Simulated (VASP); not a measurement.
# Rh (R-3m) in VASP: single point with PBEsol

Aim: the single point of Rh with PBEsol.

Program: VASP 6.6.1. These are calculated values, not measurements. Logs are shortened: lines on timing, memory, paths and dates and some standing lists are left out, and cuts for length are marked.

### 1 The cell of the first run

It takes space group R-3m (No. 166, trigonal). The conventional cell has a = 3.478 Å, b = 3.478 Å, c = 4.465 Å, α = 90.00°, β = 90.00°, γ = 120.00°. Within 3.3 Å of Rh (site symmetry -3m) lie 6 Rh at 2.50 Å.

### 2 Single point, PBEsol

INCAR

```
PREC = Accurate
ENCUT = 500
EDIFF = 1E-6
ISMEAR = 0
SIGMA = 0.1
LREAL = F
LASPH = T
NELM = 120
ALGO = Normal
ISIF = 2
LWAVE = F
LCHARG = F
GGA = PS
NBANDS = 22
GGA_COMPAT = F
```

KPOINTS

```
regular mesh
0
Gamma
  6 6 6
```

POSCAR

```
Rh
1.0
    1.7388668965      1.0039352708      2.9766728378
   -1.7388668965      1.0039352708      2.9766728378
    0.0000000000     -2.0078705415      2.9766728378
Rh
2
Direct
    0.2500162523      0.2500162523      0.2500162523
    0.7499837477      0.7499837477      0.7499837477
```

Potentials or basis: VASP PAW PBE potentials, release 64 (Rh_pv).

Command:

```
cat potpaw_PBE.64/Rh_pv/POTCAR > POTCAR
mpirun -np 1 vasp_std > vasp.out
```

OUTCAR:

```text
PREC = Accurate
   ENCUT = 500
   EDIFF = 1E-6
   ISMEAR = 0
   LREAL = F
   LASPH = T
   NELM = 120
   ISIF = 2
   GGA = PS

 ion  position               nearest neighbor table
   1  0.250  0.250  0.250-   2 2.50   2 2.50   2 2.50   2 2.50   2 2.50   2 2.50
   2  0.750  0.750  0.750-   1 2.50   1 2.50   1 2.50   1 2.50   1 2.50   1 2.50

  LATTYP: Found a trigonal (rhomboedric) cell.
 ALAT       =     3.5905605823
 COS(alpha) =     0.5309294605

  Lattice vectors:

 A1 = (   1.7388668965,   1.0039352708,   2.9766728378)
 A2 = (  -1.7388668965,   1.0039352708,   2.9766728378)
 A3 = (   0.0000000000,  -2.0078705415,   2.9766728378)

Analysis of symmetry for initial positions (statically):
=====================================================================
 Subroutine PRICEL returns:
 Original cell was already a primitive cell.

 Routine SETGRP: Setting up the symmetry group for a
 trigonal (rhombohedral) supercell.

 Subroutine GETGRP returns: Found 12 space group operations
 (whereof 12 operations were pure point group operations)
 out of a pool of 12 trial point group operations.

The static configuration has the point symmetry D_3d.

Analysis of symmetry for dynamics (positions and initial velocities):
=====================================================================
 Subroutine PRICEL returns:
 Original cell was already a primitive cell.

 Routine SETGRP: Setting up the symmetry group for a
 trigonal (rhombohedral) supercell.

 Subroutine GETGRP returns: Found 12 space group operations
 (whereof 12 operations were pure point group operations)
 out of a pool of 12 trial point group operations.

The dynamic configuration has the point symmetry D_3d.

 Subroutine INISYM returns: Found 12 space group operations
 (whereof 12 operations are pure point group operations),
 and found     1 'primitive' translations

----------------------------------------------------------------------------------------

                                     Primitive cell

  volume of cell :      31.1784

  direct lattice vectors                    reciprocal lattice vectors
     1.738866897  1.003935271  2.976672838     0.287543573  0.166013359  0.111981851
    -1.738866897  1.003935271  2.976672838    -0.287543573  0.166013359  0.111981851
     0.000000000 -2.007870541  2.976672838     0.000000000 -0.332026718  0.111981851

[... 73 lines left out ...]
 SYSTEM =  unknown system
   PREC   = accura    normal or accurate (medium, high low for compatibility)
   ISTART =      0    job   : 0-new  1-cont  2-samecut
   ICHARG =      2    charge: 1-file 2-atom 10-const
   ISPIN  =      1    spin polarized calculation?
   LNONCOLLINEAR =      F non collinear calculations
   LSORBIT =      F    spin-orbit coupling
   LASPH  =      T    aspherical Exc in radial PAW
   ENCUT  =  500.0 eV  36.75 Ry    6.06 a.u.   6.55  6.55  6.55*2*pi/ulx,y,z
   NELM   =    120;   NELMIN=  2; NELMDL= -5     # of ELM steps
   EDIFF  = 0.1E-05   stopping-criterion for ELM
   LREAL  =      F    real-space projection
   EDIFFG = 0.1E-04   stopping-criterion for IOM
   NSW    =      0    number of steps for IOM
   IBRION =     -1    ionic relax: 0-MD 1-quasi-New 2-CG
   NFREE  =      0    steps in history (QN), initial steepest desc. (CG)
   ISIF   =      2    stress and relaxation
   ISYM   =      2    0-nonsym 1-usesym 2-fastsym
   POTIM  = 0.5000    time-step for ionic-motion
   TEBEG  =    0.0;   TEEND  =   0.0 temperature during run
   PSTRESS=    0.0 pullay stress
   NELECT =      30.0000    total number of electrons
   NUPDOWN=      -1.0000    fix difference up-down
   EMIN   =  10.00;   EMAX   =-10.00  energy-range for DOS
   EFERMI =   0.00;   METHOD = LEGACY
   ISMEAR =     0;   SIGMA  =   0.10  broadening in eV -4-tet -1-fermi 0-gaus
   EFERMI_NEDOS =   21; number of points for ismear=-14 and -15
   IALGO  =     38    algorithm
   IMIX   =      4    mixing-type and parameters
     AMIX     =   0.40;   BMIX     =  1.00
     AMIX_MAG =   1.60;   BMIX_MAG =  1.00
  volume/ion in A,a.u.               =      15.59       105.20
  Fermi-wavevector in a.u.,A,eV,Ry     =   1.616207  3.054189 35.540140  2.612127
  Thomas-Fermi vector in A             =   2.710831
   LORBIT       =      0    0 simple, 1 ext, 2 COOP (PROOUT), +10 PAW based schemes
   GGA     = PS    functional components
   LHFCALC =     F    Hartree Fock is set to
   AEXX    =    0.0000 exact exchange contribution
   IVDW    =     0    specifies the selected vdW correction
   LEPSILON=     F    determine dielectric tensor
   LRPA    =     F    only Hartree local field effects (RPA)
 non-spin polarized calculation
 Gauss-broadening in eV      SIGMA  =   0.10
  energy-cutoff  :      500.00
  volume of cell :       31.18
 maximum number of plane-waves:       804
 NGX is ok and might be reduce to    28
   NGX = 13   NGY = 13   NGZ = 13

 number of electron      29.9999989 magnetization

 Free energy of the ion-electron system (eV)
  ---------------------------------------------------
  ext. energy  EPLUGINS =         0.00000000
  ---------------------------------------------------
  free energy    TOTEN  =       -14.50433296 eV

  energy without entropy =      -14.48373126  energy(sigma->0) =      -14.49403211

 E-fermi :   9.6021     XC(G=0): -13.2778

 val. band max:        9.5550418091   @ k =   0.5000   0.5000  -0.0000
 cond. band min:       9.6141874721   @ k =   0.3333   0.0000  -0.0000
 fundamental gap:      0.0591456630
 Fermi energy:         9.6020750877

 k-point     1 :       0.0000    0.0000    0.0000
  band No.  band energies     occupation
      1     -36.9402      2.00000
      2     -36.8742      2.00000
      3     -36.8742      2.00000
      4     -36.2893      2.00000
      5     -36.2893      2.00000
      6     -36.2736      2.00000
[... 589 lines left out ...]
     21      24.7186      0.00000
     22      26.1213      0.00000

 [... further k-points ...]
[... 5 lines left out ...]
  --------------------------------------------------------------------------------------
  -------------------------------------------------------------------------------------
  Total        0.0162696      0.0162696      0.0011915      0.0000000      0.0000000      0.0000000
  in kB        0.8360504      0.8360504      0.0612285      0.0000000      0.0000000      0.0000000
  external PRESSURE =       0.5777764 kB  Pullay stress =       0.0000000 kB

 VOLUME and BASIS-vectors are now :
 -----------------------------------------------------------------------------
  energy-cutoff  :      500.00
  volume of cell :       31.18
      direct lattice vectors                 reciprocal lattice vectors
     1.738866897  1.003935271  2.976672838     0.287543573  0.166013359  0.111981851
    -1.738866897  1.003935271  2.976672838    -0.287543573  0.166013359  0.111981851
     0.000000000 -2.007870541  2.976672838     0.000000000 -0.332026718  0.111981851

 POSITION                                       TOTAL-FORCE (eV/Angst)
 -----------------------------------------------------------------------------------
      0.00000      0.00000      2.23265         0.000000     -0.000000     -0.002211
      0.00000      0.00000      6.69737         0.000000      0.000000      0.002211
 -----------------------------------------------------------------------------------
    total drift:                                0.000000      0.000000     -0.000000

  FREE ENERGIE OF THE ION-ELECTRON SYSTEM (eV)
  ---------------------------------------------------
  free  energy   TOTEN  =       -14.5043329612 eV

  energy  without entropy=      -14.4837312640  energy(sigma->0) =      -14.49403211
```

OSZICAR:

```text
N       E                     dE             d eps       ncg     rms          rms(c)
DAV:   1     0.320669914823E+03    0.32067E+03   -0.18748E+04  1408   0.151E+03
DAV:   2    -0.839277639280E+01   -0.32906E+03   -0.31708E+03  1468   0.460E+02
DAV:   3    -0.152023167406E+02   -0.68095E+01   -0.67573E+01  1594   0.752E+01
DAV:   4    -0.152475779615E+02   -0.45261E-01   -0.45257E-01  1664   0.615E+00
DAV:   5    -0.152482484805E+02   -0.67052E-03   -0.67052E-03  1624   0.756E-01    0.131E+01
DAV:   6    -0.145268376669E+02    0.72141E+00   -0.18473E+00  1462   0.137E+01    0.477E+00
DAV:   7    -0.145087428782E+02    0.18095E-01   -0.28569E-02  1660   0.137E+00    0.232E+00
DAV:   8    -0.145045690354E+02    0.41738E-02   -0.67344E-03  1552   0.921E-01    0.210E-01
DAV:   9    -0.145043328039E+02    0.23623E-03   -0.54667E-04  1678   0.262E-01    0.493E-02
DAV:  10    -0.145043328585E+02   -0.54584E-07   -0.21440E-05  1588   0.414E-02    0.316E-03
DAV:  11    -0.145043329612E+02   -0.10274E-06   -0.43343E-07  1074   0.597E-03
   1 F= -.14504333E+02 E0= -.14494032E+02  d E =-.206017E-01
```

stdout:

```text
POSCAR found type information on POSCAR Rh
 POSCAR found :  1 types and       2 ions
 scaLAPACK will be used
 -----------------------------------------------------------------------------
|                                                                             |
|                                                                             |
|     You enforced a specific xc type in the INCAR file but a different       |
|     I HOPE YOU KNOW WHAT YOU ARE DOING!                                     |
|                                                                             |
 -----------------------------------------------------------------------------

 LDA part: xc-table for (Slater+PW92), standard interpolation
 POSCAR, INCAR and KPOINTS ok, starting setup
 FFT: planning ... GRIDC
 FFT: planning ... GRID_SOFT
 FFT: planning ... GRID
 WAVECAR not read
 entering main loop
```

Wall time 9.1 s (1 thread of Intel Xeon 6975P-C (Granite Rapids), shared host); peak memory 0.15 GiB.

What came out:

| Item | Value |
| --- | --- |
| Free energy | -14.5043 eV |
| Pressure | 0.1 GPa |
| Band gap on the k mesh | zero (band 15 reaches 10.59 eV, above the bottom of band 16 at 8.13 eV) |

Forces in eV/Å, atoms in the order of the input:
```
Rh   0.000  0.000 -0.002
Rh   0.000  0.000  0.002
```

Stress tensor (GPa, compression positive):
```
0.08 0.00 0.00
0.00 0.08 0.00
0.00 0.00 0.01
```

Caveat: the k points lie up to 0.37 Å⁻¹ apart; the PAW data sets were made with another functional, which shifts forces and pressure a little.
